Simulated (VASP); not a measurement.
# TeRu (F-43m) in VASP: a series of runs, part 3 of 3

VASP 6.6.1.

**4. Single point, PBEsol (25.55 Å³/atom)**

This run uses another cell than the first one, of 25.55 Å³/atom.

Contents of INCAR:

```
SYSTEM = TeRu
PREC = Accurate ; ENCUT = 520
EDIFF = 1E-7 ; ISMEAR = 0
SIGMA = 0.05 ; LREAL = .FALSE.
LASPH = .TRUE. ; NELM = 60
ALGO = Normal ; ISIF = 2
LWAVE = .FALSE. ; LCHARG = .TRUE.
GGA = PS ; LELF = .TRUE.
LVHAR = .TRUE. ; NBANDS = 17
```

Contents of KPOINTS:

```
Automatic mesh
0
G
  8 8 8
  0 0 0
```

Contents of POSCAR:

```
TeRu
1.0
    0.0000000000      2.9453423560      2.9453423560
    2.9453423560      0.0000000000      2.9453423560
    2.9453423560      2.9453423560      0.0000000000
Ru Te
1 1
Direct
    0.0000000000      0.0000000000      0.0000000000
    0.2500000000      0.2500000000      0.2500000000
```

Potentials or basis: VASP PAW PBE potentials, release 64 (Ru_pv, Te).

Started as:

```
$ cat potpaw_PBE.64/Ru_pv/POTCAR potpaw_PBE.64/Te/POTCAR > POTCAR
$ mpirun -np 1 vasp_std > vasp.out
```

OUTCAR:

```text
SYSTEM = TeRu
   PREC = Accurate
   ENCUT = 520
   EDIFF = 1E-7
   ISMEAR = 0
   LREAL = .FALSE.
   LASPH = .TRUE.
   NELM = 60
   ISIF = 2
   GGA = PS

 ion  position               nearest neighbor table
   1  0.000  0.000  0.000-   2 2.55   2 2.55   2 2.55   2 2.55
   2  0.250  0.250  0.250-   1 2.55   1 2.55   1 2.55   1 2.55

  LATTYP: Found a face centered cubic cell.
 ALAT       =     5.8906847120

  Lattice vectors:

 A1 = (   0.0000000000,   2.9453423560,   2.9453423560)
 A2 = (   2.9453423560,   0.0000000000,   2.9453423560)
 A3 = (   2.9453423560,   2.9453423560,   0.0000000000)

Analysis of symmetry for initial positions (statically):
=====================================================================
 Subroutine PRICEL returns:
 Original cell was already a primitive cell.

 Routine SETGRP: Setting up the symmetry group for a
 face centered cubic supercell.

 Subroutine GETGRP returns: Found 24 space group operations
 (whereof 24 operations were pure point group operations)
 out of a pool of 48 trial point group operations.

The static configuration has the point symmetry T_d .

Analysis of symmetry for dynamics (positions and initial velocities):
=====================================================================
 Subroutine PRICEL returns:
 Original cell was already a primitive cell.

 Routine SETGRP: Setting up the symmetry group for a
 face centered cubic supercell.

 Subroutine GETGRP returns: Found 24 space group operations
 (whereof 24 operations were pure point group operations)
 out of a pool of 48 trial point group operations.

The dynamic configuration has the point symmetry T_d .

 Subroutine INISYM returns: Found 24 space group operations
 (whereof 24 operations are pure point group operations),
 and found     1 'primitive' translations

----------------------------------------------------------------------------------------

                                     Primitive cell

  volume of cell :      51.1019

  direct lattice vectors                    reciprocal lattice vectors
     0.000000000  2.945342356  2.945342356    -0.169759552  0.169759552  0.169759552
     2.945342356  0.000000000  2.945342356     0.169759552 -0.169759552  0.169759552
     2.945342356  2.945342356  0.000000000     0.169759552  0.169759552 -0.169759552

  length of vectors
     4.165343106  4.165343106  4.165343106     0.294032170  0.294032170  0.294032170

  position of ions in fractional coordinates (direct lattice)
     0.000000000  0.000000000  0.000000000
     0.250000000  0.250000000  0.250000000

  ion indices of the primitive-cell ions
   primitive index   ion index
                 1           1
                 2           2

----------------------------------------------------------------------------------------

 KPOINTS: Automatic mesh

Automatic generation of k-mesh.
 Grid dimensions read from file:
 generate k-points for:    8    8    8

 Generating k-lattice:

  Cartesian coordinates                     Fractional coordinates (reciprocal lattice)
    -0.021219944  0.021219944  0.021219944     0.125000000  0.000000000  0.000000000
     0.021219944 -0.021219944  0.021219944     0.000000000  0.125000000  0.000000000
     0.021219944  0.021219944 -0.021219944     0.000000000  0.000000000  0.125000000

  Length of vectors
     0.036754021  0.036754021  0.036754021

  Shift w.r.t. Gamma in fractional coordinates (k-lattice)
     0.000000000  0.000000000  0.000000000

 Subroutine IBZKPT returns following result:
 ===========================================

 Found     29 irreducible k-points:

 Following reciprocal coordinates:
            Coordinates               Weight
  0.000000  0.000000  0.000000      1.000000
  0.125000  0.000000  0.000000      8.000000
  0.250000  0.000000  0.000000      8.000000
  0.375000  0.000000  0.000000      8.000000
  0.500000  0.000000  0.000000      4.000000
  0.125000  0.125000  0.000000      6.000000
[... 16 lines left out ...]
  0.500000  0.250000  0.125000     48.000000
 -0.375000  0.250000  0.125000     24.000000
 [... further k-points ...]
   k-points           NKPTS =     29   k-points in BZ     NKDIM =     29   number of bands    NBANDS=     17
   number of dos      NEDOS =    301   number of ions     NIONS =      2
   total plane-waves  NPLWV =  32768
   dimension x,y,z NGX =    32 NGY =   32 NGZ =   32
   dimension x,y,z NGXF=    64 NGYF=   64 NGZF=   64
   ions per type =               1   1
   NGX,Y,Z   is equivalent  to a cutoff of  12.77, 12.77, 12.77 a.u.
   NGXF,Y,Z  is equivalent  to a cutoff of  25.54, 25.54, 25.54 a.u.
 SYSTEM =  TeRu
   PREC   = accura    normal or accurate (medium, high low for compatibility)
   ISTART =      0    job   : 0-new  1-cont  2-samecut
   ICHARG =      2    charge: 1-file 2-atom 10-const
   ISPIN  =      1    spin polarized calculation?
   LNONCOLLINEAR =      F non collinear calculations
   LSORBIT =      F    spin-orbit coupling
   LASPH  =      T    aspherical Exc in radial PAW
   ENCUT  =  520.0 eV  38.22 Ry    6.18 a.u.   7.74  7.74  7.74*2*pi/ulx,y,z
   NELM   =     60;   NELMIN=  2; NELMDL= -5     # of ELM steps
   EDIFF  = 0.1E-06   stopping-criterion for ELM
   LREAL  =      F    real-space projection
   EDIFFG = 0.1E-05   stopping-criterion for IOM
   NSW    =      0    number of steps for IOM
   IBRION =     -1    ionic relax: 0-MD 1-quasi-New 2-CG
   NFREE  =      0    steps in history (QN), initial steepest desc. (CG)
   ISIF   =      2    stress and relaxation
   ISYM   =      2    0-nonsym 1-usesym 2-fastsym
   POTIM  = 0.5000    time-step for ionic-motion
   TEBEG  =    0.0;   TEEND  =   0.0 temperature during run
   PSTRESS=    0.0 pullay stress
   NELECT =      20.0000    total number of electrons
   NUPDOWN=      -1.0000    fix difference up-down
   EMIN   =  10.00;   EMAX   =-10.00  energy-range for DOS
   EFERMI =   0.00;   METHOD = LEGACY
   ISMEAR =     0;   SIGMA  =   0.05  broadening in eV -4-tet -1-fermi 0-gaus
   EFERMI_NEDOS =   21; number of points for ismear=-14 and -15
   IALGO  =     38    algorithm
   IMIX   =      4    mixing-type and parameters
     AMIX     =   0.40;   BMIX     =  1.00
     AMIX_MAG =   1.60;   BMIX_MAG =  1.00
  volume/ion in A,a.u.               =      25.55       172.43
  Fermi-wavevector in a.u.,A,eV,Ry     =   1.197491  2.262931 19.510557  1.433986
  Thomas-Fermi vector in A             =   2.333405
   LORBIT       =      0    0 simple, 1 ext, 2 COOP (PROOUT), +10 PAW based schemes
   GGA     = PS    functional components
   LHFCALC =     F    Hartree Fock is set to
   AEXX    =    0.0000 exact exchange contribution
   IVDW    =     0    specifies the selected vdW correction
   LEPSILON=     F    determine dielectric tensor
   LRPA    =     F    only Hartree local field effects (RPA)
 non-spin polarized calculation
 Gauss-broadening in eV      SIGMA  =   0.05
  energy-cutoff  :      520.00
  volume of cell :       51.10
 maximum number of plane-waves:      1387
   NGX = 15   NGY = 15   NGZ = 15

 number of electron      19.9999995 magnetization

 Free energy of the ion-electron system (eV)
  ---------------------------------------------------
  ext. energy  EPLUGINS =         0.00000000
  ---------------------------------------------------
  free energy    TOTEN  =       -12.83178906 eV

  energy without entropy =      -12.82800459  energy(sigma->0) =      -12.82989682

 E-fermi :   6.7855     XC(G=0): -10.2811

 val. band max:        6.7599795944   @ k =   0.3750   0.2500   0.0000
 cond. band min:       6.8012788350   @ k =   0.5000   0.3750   0.0000
 fundamental gap:      0.0412992406
 Fermi energy:         6.7854690565

 k-point     1 :       0.0000    0.0000    0.0000
  band No.  band energies     occupation
      1     -35.3251      2.00000
      2     -35.3251      2.00000
      3     -35.3251      2.00000
      4      -5.9433      2.00000
      5       2.6051      2.00000
      6       2.6051      2.00000
[... 9 lines left out ...]
     16      13.1768      0.00000
     17      16.8817      0.00000
[... 441 lines left out ...]
 k-point    24 :      -0.3750    0.2500    0.1250
  band No.  band energies     occupation
      1     -35.3384      2.00000
      2     -35.3304      2.00000
      3     -35.3285      2.00000
      4      -4.9384      2.00000
      5       1.9691      2.00000
      6       2.5779      2.00000
[... 9 lines left out ...]
     16      16.3719      0.00000
     17      17.5207      0.00000

 [... further k-points ...]

------------------------ aborting loop because EDIFF is reached ----------------------------------------

  FORCE on cell =-STRESS in cart. coord.  units (eV):
  Direction    XX          YY          ZZ          XY          YZ          ZX
  --------------------------------------------------------------------------------------
  -------------------------------------------------------------------------------------
  Total       -1.2772223     -1.2772223     -1.2772223      0.0000000      0.0000000      0.0000000
  in kB      -40.0442096    -40.0442096    -40.0442096      0.0000000      0.0000000      0.0000000
  external PRESSURE =     -40.0442096 kB  Pullay stress =       0.0000000 kB

 VOLUME and BASIS-vectors are now :
 -----------------------------------------------------------------------------
  energy-cutoff  :      520.00
  volume of cell :       51.10
      direct lattice vectors                 reciprocal lattice vectors
     0.000000000  2.945342356  2.945342356    -0.169759552  0.169759552  0.169759552
     2.945342356  0.000000000  2.945342356     0.169759552 -0.169759552  0.169759552
     2.945342356  2.945342356  0.000000000     0.169759552  0.169759552 -0.169759552

 POSITION                                       TOTAL-FORCE (eV/Angst)
 -----------------------------------------------------------------------------------
      0.00000      0.00000      0.00000         0.000000      0.000000      0.000000
      1.47267      1.47267      1.47267        -0.000000     -0.000000     -0.000000
 -----------------------------------------------------------------------------------
    total drift:                               -0.000000     -0.000000     -0.000000

  FREE ENERGIE OF THE ION-ELECTRON SYSTEM (eV)
  ---------------------------------------------------
  free  energy   TOTEN  =       -12.8317890642 eV

  energy  without entropy=      -12.8280045854  energy(sigma->0) =      -12.82989682
```

OSZICAR:

```text
N       E                     dE             d eps       ncg     rms          rms(c)
DAV:   1     0.124607965267E+03    0.12461E+03   -0.10768E+04  1082   0.106E+03
DAV:   2    -0.978516867339E+01   -0.13439E+03   -0.13054E+03  1124   0.272E+02
DAV:   3    -0.129638723546E+02   -0.31787E+01   -0.31481E+01  1291   0.420E+01
DAV:   4    -0.130061301628E+02   -0.42258E-01   -0.42246E-01  1328   0.447E+00
DAV:   5    -0.130065463001E+02   -0.41614E-03   -0.41612E-03  1293   0.368E-01    0.860E+00
DAV:   6    -0.128906817725E+02    0.11586E+00   -0.49750E-01  1044   0.649E+00    0.383E+00
DAV:   7    -0.128511725465E+02    0.39509E-01   -0.13035E-01  1020   0.324E+00    0.282E+00
DAV:   8    -0.128317467066E+02    0.19426E-01   -0.56619E-02  1047   0.223E+00    0.209E-01
DAV:   9    -0.128317514634E+02   -0.47568E-05   -0.11835E-03  1286   0.260E-01    0.127E-01
DAV:  10    -0.128317797059E+02   -0.28242E-04   -0.15577E-04  1094   0.102E-01    0.312E-02
DAV:  11    -0.128317885059E+02   -0.88000E-05   -0.95930E-06  1160   0.228E-02    0.860E-03
DAV:  12    -0.128317890520E+02   -0.54617E-06   -0.19107E-06  1070   0.965E-03    0.274E-03
DAV:  13    -0.128317890642E+02   -0.12161E-07   -0.94263E-08  1241   0.228E-03
   1 F= -.12831789E+02 E0= -.12829897E+02  d E =-.378448E-02
```

stdout:

```text
POSCAR found type information on POSCAR RuTe
 POSCAR found :  2 types and       2 ions
 scaLAPACK will be used
 -----------------------------------------------------------------------------
|                                                                             |
|                                                                             |
|     You enforced a specific xc type in the INCAR file but a different       |
|     I HOPE YOU KNOW WHAT YOU ARE DOING!                                     |
|                                                                             |
 -----------------------------------------------------------------------------

 LDA part: xc-table for (Slater+PW92), standard interpolation
 POSCAR, INCAR and KPOINTS ok, starting setup
 FFT: planning ... GRIDC
 FFT: planning ... GRID_SOFT
 FFT: planning ... GRID
 WAVECAR not read
 entering main loop
```

It took 14 s on 1 thread of AMD EPYC 9R45 (Zen 5), shared host; peak memory 0.16 GiB.

What came out:

```yaml
Free_energy: -12.8318 eV
Pressure: -4.0 GPa
Band_gap_on_the_k_mesh: zero (bands 10 and 11 overlap by 3.20 eV)
```

Levels at points of the mesh, in eV from the Fermi level:
| k point | band 7 | band 8 | band 9 | band 10 | band 11 | band 12 | band 13 | band 14 |
| --- | --- | --- | --- | --- | --- | --- | --- | --- |
| (0.00, 0.00, 0.00) | -4.18 | -1.42 | -1.42 | 2.82 | 3.64 | 3.64 | 3.64 | 6.39 |
| (0.50, 0.00, 0.00) | -3.87 | -1.29 | -1.29 | -1.09 | 1.70 | 1.70 | 4.06 | 7.46 |
| (0.50, 0.50, 0.00) | -3.23 | -1.78 | -1.08 | -0.84 | -0.34 | -0.34 | 4.79 | 5.46 |

Caveat: the cell stands under tension; the PAW data sets were made with another functional, which shifts forces and pressure a little; spin-orbit coupling is left out, which moves the levels of the heavy elements.

**5. The runs side by side**

| cell | gap on the mesh (eV) | pressure (GPa) |
| --- | --- | --- |
| a = 4.111 Å, angles 60.0°, 2 atoms | none | -0.1 |
| a = 4.138 Å, angles 60.0°, 2 atoms | none | -2.2 |
| a = 4.165 Å, angles 60.0°, 2 atoms | none | -4.0 |

Alike in all rows: task single point; level PBEsol; potentials or basis VASP PAW PBE potentials, release 64 (Ru_pv, Te); no spin polarisation; k mesh 8 × 8 × 8; cutoff (eV) 520; smearing gaussian 0.05 eV.

Caveats: the PAW data sets were made with another functional, which shifts forces and pressure a little; spin-orbit coupling is left out, which moves the levels of the heavy elements; the cell stands under tension (at least some runs).

Total energies depend on the potentials used, so only differences within one code and one set of settings carry meaning.
